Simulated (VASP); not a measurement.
A run of VASP 6.6.1 is set up as follows.

Contents of INCAR:

```
ALGO = Normal
EDIFF = 1E-7
ENCUT = 520
GGA = PE
ISIF = 2
ISMEAR = 0
LASPH = True
LCHARG = True
LELF = True
LREAL = False
LVHAR = True
LWAVE = False
NBANDS = 16
NELM = 100
PREC = Accurate
SIGMA = 0.05
```

KPOINTS

```
k-points
0
Gamma
  16 16 16
```

The input POSCAR:

```
InP
1.0
    0.0000000000      2.5714559341      2.5714559341
    2.5714559341      0.0000000000      2.5714559341
    2.5714559341      2.5714559341      0.0000000000
In P
1 1
Direct
    0.0000000000      0.0000000000      0.0000000000
    0.5000000000      0.5000000000      0.5000000000
```

Potentials or basis: VASP PAW PBE potentials, release 64 (In_d, P).

Run with:

```sh
$ cat potpaw_PBE.64/In_d/POTCAR potpaw_PBE.64/P/POTCAR > POTCAR
$ mpirun -np 1 vasp_std > vasp.out
```

Task: Estimate the band gap on the k mesh.

Result: Zero (bands 9 and 10 overlap by 2.64 eV).

Task: What does it give for the pressure?

Result: 27.9 GPa.

Caveat: the cell stands under pressure; spin-orbit coupling is left out, which moves the levels of the heavy elements.
